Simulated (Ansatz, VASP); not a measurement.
## One calculation of InPt3, two programs

```
In Pt
1.0
     4.00125    0.00000    0.00000
     0.00000    4.00125    0.00000
     0.00000    0.00000    4.00125
In Pt
1 3
Cartesian
  0.0000 0.0000 0.0000
  2.0006 2.0006 0.0000
  0.0000 2.0006 2.0006
  2.0006 0.0000 2.0006
```

Change from the starting cell: volume scaled by 1.01, crystal datasets.

Alike in both runs: task electric field gradients; functional PBEsol; k mesh 10 × 10 × 10; occupations fermi-dirac, width 0.05 eV; no spin polarisation.

```csv
,VASP,Ansatz
version,VASP 6.6.1,Ansatz 0.2.0
potentials or method,"VASP PAW PBE potentials, release 64 (In_d, Pt), cutoff 520 eV","all-electron PAW with datasets made for the crystal, scalar-relativistic"
```

```tsv
	VASP	Ansatz	Ansatz less VASP
pressure (GPa)	-1.5	-1.4	+0.12
size of Vzz on the site where it differs most (V/Å²)	90.0	95.1	+5.17
```

VASP's potentials were made for PBE, not for PBEsol. Ansatz ran all-electron here, and VASP with PAW potentials.

Neither program's run includes spin-orbit coupling.
